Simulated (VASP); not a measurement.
# ZrO2 (Cubic zirconia) (Fm-3m) in VASP: single point with PBE

Aim: the single point of ZrO2 (Cubic zirconia) with PBE.

Everything below comes from runs of VASP 6.6.1. Logs are shortened: lines on timing, memory, paths and dates and some standing lists are left out, and cuts for length are marked.

## 1. The cell of the first run

Symmetry: Fm-3m, No. 225, cubic system. The conventional cell has a = 5.070 Å, b = 5.070 Å, c = 5.070 Å, α = 90.00°, β = 90.00°, γ = 90.00°. Zr (site symmetry m-3m) has 8 O at 2.20 Å within 2.9 Å. O (site symmetry -43m) has 4 Zr at 2.20 Å and 6 O at 2.53 Å within 2.9 Å.

## 2. Single point, PBE

The input, INCAR:

```
SYSTEM = ZrO2
PREC = Accurate
ENCUT = 600
EDIFF = 1E-6
ISMEAR = 0
SIGMA = 0.01
LREAL = .FALSE.
LASPH = .TRUE.
NELM = 120
ALGO = Normal
ISIF = 2
LWAVE = .FALSE.
LCHARG = .FALSE.
GGA = PE
NBANDS = 19
GGA_COMPAT = .FALSE.
```

The input, KPOINTS:

```
regular mesh
0
G
  5 5 5
  0 0 0
```

The input, POSCAR:

```
ZrO2
1.0
    3.5850310000      0.0000000000      0.0000000000
    1.7925155000      3.1047279194      0.0000000000
    1.7925155000      1.0349093065      2.9271655540
Zr O
1 2
Direct
    0.0000000000      0.0000000000      0.0000000000
    0.2500000000      0.2500000000      0.2500000000
    0.7500000000      0.7500000000      0.7500000000
```

Potentials or basis: VASP PAW PBE potentials, release 64 (Zr_sv, O).

Run with:

```console
cat potpaw_PBE.64/Zr_sv/POTCAR potpaw_PBE.64/O/POTCAR > POTCAR
mpirun -np 1 vasp_std > vasp.out
```

OUTCAR:

```text
SYSTEM = ZrO2
   PREC = Accurate
   ENCUT = 600
   EDIFF = 1E-6
   ISMEAR = 0
   LREAL = .FALSE.
   LASPH = .TRUE.
   NELM = 120
   ISIF = 2
   GGA = PE

 ion  position               nearest neighbor table
   1  0.000  0.000  0.000-   3 2.20   2 2.20   3 2.20   2 2.20   2 2.20   3 2.20   2 2.20   3 2.20

   2  0.250  0.250  0.250-   1 2.20   1 2.20   1 2.20   1 2.20
   3  0.750  0.750  0.750-   1 2.20   1 2.20   1 2.20   1 2.20

  LATTYP: Found a face centered cubic cell.
 ALAT       =     5.0699994618

  Lattice vectors:

 A1 = (   3.5850310000,   0.0000000000,   0.0000000000)
 A2 = (   1.7925155000,   3.1047279194,   0.0000000000)
 A3 = (   1.7925155000,   1.0349093065,   2.9271655540)

Analysis of symmetry for initial positions (statically):
=====================================================================
 Subroutine PRICEL returns:
 Original cell was already a primitive cell.

 Routine SETGRP: Setting up the symmetry group for a
 face centered cubic supercell.

 Subroutine GETGRP returns: Found 48 space group operations
 (whereof 48 operations were pure point group operations)
 out of a pool of 48 trial point group operations.

The static configuration has the point symmetry O_h .

Analysis of symmetry for dynamics (positions and initial velocities):
=====================================================================
 Subroutine PRICEL returns:
 Original cell was already a primitive cell.

 Routine SETGRP: Setting up the symmetry group for a
 face centered cubic supercell.

 Subroutine GETGRP returns: Found 48 space group operations
 (whereof 48 operations were pure point group operations)
 out of a pool of 48 trial point group operations.

The dynamic configuration has the point symmetry O_h .

 Subroutine INISYM returns: Found 48 space group operations
 (whereof 48 operations are pure point group operations),
 and found     1 'primitive' translations

----------------------------------------------------------------------------------------

                                     Primitive cell

  volume of cell :      32.5810

  direct lattice vectors                    reciprocal lattice vectors
     3.585031000  0.000000000  0.000000000     0.278937616 -0.161044708 -0.113875805
     1.792515500  3.104727919  0.000000000     0.000000000  0.322089415 -0.113875805
     1.792515500  1.034909306  2.927165554     0.000000000  0.000000000  0.341627414

  length of vectors
     3.585031000  3.585031000  3.585031000     0.341627414  0.341627414  0.341627414

  position of ions in fractional coordinates (direct lattice)
     0.000000000  0.000000000  0.000000000
     0.250000000  0.250000000  0.250000000
     0.750000000  0.750000000  0.750000000

  ion indices of the primitive-cell ions
   primitive index   ion index
                 1           1
                 2           2
                 3           3

----------------------------------------------------------------------------------------

 KPOINTS: regular mesh

Automatic generation of k-mesh.
 Grid dimensions read from file:
 generate k-points for:    5    5    5

 Generating k-lattice:

  Cartesian coordinates                     Fractional coordinates (reciprocal lattice)
     0.055787523 -0.032208942 -0.022775161     0.200000000  0.000000000  0.000000000
     0.000000000  0.064417883 -0.022775161     0.000000000  0.200000000 -0.000000000
     0.000000000  0.000000000  0.068325483     0.000000000  0.000000000  0.200000000

  Length of vectors
     0.068325483  0.068325483  0.068325483

  Shift w.r.t. Gamma in fractional coordinates (k-lattice)
     0.000000000  0.000000000  0.000000000

 Subroutine IBZKPT returns following result:
 ===========================================

 Found     10 irreducible k-points:

 Following reciprocal coordinates:
            Coordinates               Weight
  0.000000  0.000000  0.000000      1.000000
  0.200000  0.000000  0.000000      8.000000
  0.400000 -0.000000 -0.000000      8.000000
  0.200000  0.200000 -0.000000      6.000000
  0.400000  0.200000  0.000000     24.000000
 -0.400000  0.200000  0.000000     24.000000
 -0.200000  0.200000  0.000000     12.000000
  0.400000  0.400000  0.000000      6.000000
 -0.400000  0.400000  0.000000     12.000000
 -0.400000  0.400000  0.200000     24.000000
   k-points           NKPTS =     10   k-points in BZ     NKDIM =     10   number of bands    NBANDS=     19
   number of dos      NEDOS =    301   number of ions     NIONS =      3
   total plane-waves  NPLWV =  27000
   dimension x,y,z NGX =    30 NGY =   30 NGZ =   30
   dimension x,y,z NGXF=    60 NGYF=   60 NGZF=   60
   ions per type =               1   2
   NGX,Y,Z   is equivalent  to a cutoff of  13.91, 13.91, 13.91 a.u.
   NGXF,Y,Z  is equivalent  to a cutoff of  27.82, 27.82, 27.82 a.u.
 SYSTEM =  ZrO2
   PREC   = accura    normal or accurate (medium, high low for compatibility)
   ISTART =      0    job   : 0-new  1-cont  2-samecut
   ICHARG =      2    charge: 1-file 2-atom 10-const
   ISPIN  =      1    spin polarized calculation?
   LNONCOLLINEAR =      F non collinear calculations
   LSORBIT =      F    spin-orbit coupling
   LASPH  =      T    aspherical Exc in radial PAW
   ENCUT  =  600.0 eV  44.10 Ry    6.64 a.u.   7.16  7.16  7.16*2*pi/ulx,y,z
   NELM   =    120;   NELMIN=  2; NELMDL= -5     # of ELM steps
   EDIFF  = 0.1E-05   stopping-criterion for ELM
   LREAL  =      F    real-space projection
   EDIFFG = 0.1E-04   stopping-criterion for IOM
   NSW    =      0    number of steps for IOM
   IBRION =     -1    ionic relax: 0-MD 1-quasi-New 2-CG
   NFREE  =      0    steps in history (QN), initial steepest desc. (CG)
   ISIF   =      2    stress and relaxation
   ISYM   =      2    0-nonsym 1-usesym 2-fastsym
   POTIM  = 0.5000    time-step for ionic-motion
   TEBEG  =    0.0;   TEEND  =   0.0 temperature during run
   PSTRESS=    0.0 pullay stress
   NELECT =      24.0000    total number of electrons
   NUPDOWN=      -1.0000    fix difference up-down
   EMIN   =  10.00;   EMAX   =-10.00  energy-range for DOS
   EFERMI =   0.00;   METHOD = LEGACY
   ISMEAR =     0;   SIGMA  =   0.01  broadening in eV -4-tet -1-fermi 0-gaus
   EFERMI_NEDOS =   21; number of points for ismear=-14 and -15
   IALGO  =     38    algorithm
   IMIX   =      4    mixing-type and parameters
     AMIX     =   0.40;   BMIX     =  1.00
     AMIX_MAG =   1.60;   BMIX_MAG =  1.00
  volume/ion in A,a.u.               =      10.86        73.29
  Fermi-wavevector in a.u.,A,eV,Ry     =   1.478509  2.793977 29.742187  2.185989
  Thomas-Fermi vector in A             =   2.592781
   LORBIT       =      0    0 simple, 1 ext, 2 COOP (PROOUT), +10 PAW based schemes
   GGA     = PE    functional components
   LHFCALC =     F    Hartree Fock is set to
   AEXX    =    0.0000 exact exchange contribution
   IVDW    =     0    specifies the selected vdW correction
   LEPSILON=     F    determine dielectric tensor
   LRPA    =     F    only Hartree local field effects (RPA)
 non-spin polarized calculation
 Gauss-broadening in eV      SIGMA  =   0.01
  energy-cutoff  :      600.00
  volume of cell :       32.58
 maximum number of plane-waves:      1103
 NGX is ok and might be reduce to    30
   NGX = 15   NGY = 15   NGZ = 15

 number of electron      23.9999997 magnetization

 Free energy of the ion-electron system (eV)
  ---------------------------------------------------
  ext. energy  EPLUGINS =         0.00000000
  ---------------------------------------------------
  free energy    TOTEN  =       -28.55176610 eV

  energy without entropy =      -28.55176610  energy(sigma->0) =      -28.55176610

 E-fermi :   7.3519     XC(G=0): -11.8462

 val. band max:        7.1599423409   @ k =  -0.4000   0.4000   0.0000
 cond. band min:      10.7424427033   @ k =   0.0000   0.0000   0.0000
 fundamental gap:      3.5825003624
 Fermi energy:         7.3518524577

 k-point     1 :       0.0000    0.0000    0.0000
  band No.  band energies     occupation
      1     -40.6760      2.00000
      2     -18.4978      2.00000
      3     -18.4978      2.00000
      4     -18.4978      2.00000
      5     -10.8967      2.00000
      6      -8.2964      2.00000
[... 11 lines left out ...]
     18      16.8665      0.00000
     19      21.8383      0.00000

 k-point     2 :       0.2000    0.0000    0.0000
  band No.  band energies     occupation
      1     -40.6588      2.00000
      2     -18.7685      2.00000
      3     -18.5234      2.00000
      4     -18.5234      2.00000
      5     -10.3882      2.00000
      6      -8.6374      2.00000
[... 11 lines left out ...]
     18      16.3656      0.00000
     19      21.1033      0.00000

 k-point     3 :       0.4000   -0.0000   -0.0000
  band No.  band energies     occupation
      1     -40.6309      2.00000
      2     -19.1566      2.00000
      3     -18.5643      2.00000
      4     -18.5643      2.00000
      5      -9.9264      2.00000
      6      -8.7145      2.00000
[... 11 lines left out ...]
     18      16.7262      0.00000
     19      21.1327      0.00000

 k-point     4 :       0.2000    0.2000   -0.0000
  band No.  band energies     occupation
      1     -40.6531      2.00000
      2     -18.7970      2.00000
      3     -18.5617      2.00000
      4     -18.5617      2.00000
      5     -10.1740      2.00000
      6      -8.7867      2.00000
[... 99 lines left out ...]
     18      18.6433      0.00000
     19      23.0284      0.00000

 k-point     9 :      -0.4000    0.4000    0.0000
  band No.  band energies     occupation
      1     -40.6102      2.00000
      2     -19.1738      2.00000
      3     -18.8141      2.00000
      4     -18.6574      2.00000
      5      -9.4023      2.00000
      6      -8.8417      2.00000
[... 11 lines left out ...]
     18      19.9867      0.00000
     19      21.9336      0.00000

 k-point    10 :      -0.4000    0.4000    0.2000
  band No.  band energies     occupation
      1     -40.6137      2.00000
      2     -19.0750      2.00000
      3     -18.8677      2.00000
      4     -18.6538      2.00000
      5      -9.1977      2.00000
      6      -9.1100      2.00000
[... 11 lines left out ...]
     18      19.0710      0.00000
     19      22.7095      0.00000

------------------------ aborting loop because EDIFF is reached ----------------------------------------

  FORCE on cell =-STRESS in cart. coord.  units (eV):
  Direction    XX          YY          ZZ          XY          YZ          ZX
  --------------------------------------------------------------------------------------
  -------------------------------------------------------------------------------------
  Total        1.3932092      1.3932092      1.3932092      0.0000000      0.0000000      0.0000000
  in kB       68.5114537     68.5114537     68.5114537      0.0000000      0.0000000      0.0000000
  external PRESSURE =      68.5114537 kB  Pullay stress =       0.0000000 kB

 VOLUME and BASIS-vectors are now :
 -----------------------------------------------------------------------------
  energy-cutoff  :      600.00
  volume of cell :       32.58
      direct lattice vectors                 reciprocal lattice vectors
     3.585031000  0.000000000  0.000000000     0.278937616 -0.161044708 -0.113875805
     1.792515500  3.104727919  0.000000000     0.000000000  0.322089415 -0.113875805
     1.792515500  1.034909306  2.927165554     0.000000000  0.000000000  0.341627414

 POSITION                                       TOTAL-FORCE (eV/Angst)
 -----------------------------------------------------------------------------------
      0.00000      0.00000      0.00000        -0.000000      0.000000      0.000000
      1.79252      1.03491      0.73179        -0.000000      0.000000     -0.000000
      5.37755      3.10473      2.19537         0.000000     -0.000000      0.000000
 -----------------------------------------------------------------------------------
    total drift:                               -0.000000      0.000000     -0.000000

  FREE ENERGIE OF THE ION-ELECTRON SYSTEM (eV)
  ---------------------------------------------------
  free  energy   TOTEN  =       -28.5517661002 eV

  energy  without entropy=      -28.5517661002  energy(sigma->0) =      -28.55176610
```

Run time: 18 s. Hardware: 1 thread of Intel Xeon 8259CL, shared host; peak memory 0.17 GiB.

Results:

- Free energy: -28.5518 eV
- Pressure: 6.9 GPa
- Band gap on the k mesh: 3.58 eV, indirect (least direct gap 3.92 eV)

Levels at points of the mesh, in eV from the valence-band top:
```csv
k point,band 10,band 11,band 12,band 13,band 14,band 15
"(0.00, 0.00, 0.00)",-0.34,-0.34,-0.34,3.58,3.58,6.87
```

Caveat: the k points lie up to 0.43 Å⁻¹ apart. A k mesh can miss the band edges.
